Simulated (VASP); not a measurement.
Input of a VASP 6.6.1 run:

Contents of INCAR:

```
PREC     = Accurate       # precision mode
ENCUT    = 520            # plane-wave cutoff, eV
EDIFF    = 1E-6           # SCF threshold, eV
ISMEAR   = -1             # smearing method
SIGMA    = 0.08           # smearing width, eV
LREAL    = False          # projectors in reciprocal space
LASPH    = True           # aspherical terms in the spheres
NELM     = 80             # most SCF steps
ALGO     = Normal         # electronic algorithm
ISIF     = 2              # what is computed and relaxed
LWAVE    = False          # write WAVECAR
LCHARG   = True           # write CHGCAR
LDIPOL   = True         
IDIPOL   = 3            
DIPOL    = 0.5 0.5 0.500
GGA      = PE             # functional
LELF     = True           # ELF
LVHAR    = True         
LVACPOTAV= True         
NBANDS   = 10             # bands
EFIELD   = -0.5
```

The input KPOINTS:

```
regular mesh
0
Gamma
  7 7 1
```

The input POSCAR:

```
Cs
1.0
    5.3297906112      0.0000000000      0.0000000000
   -1.7765968704      5.0249747780      0.0000000000
    0.0000000000      0.0000000000     20.0000000000
Cs
1
Direct
    0.0000000000      0.0000000000      0.5000000000
```

Potentials or basis: VASP PAW PBE potentials, release 64 (Cs_sv).

Launch:

```bash
$ cat potpaw_PBE.64/Cs_sv/POTCAR > POTCAR
$ mpirun -np 1 vasp_std > vasp.out
```

What does it give for the band gap on the k mesh?

Zero (an odd number of electrons rules out a gap without spin polarisation).

Caveat: spin-orbit coupling is left out, which moves the levels of the heavy elements.
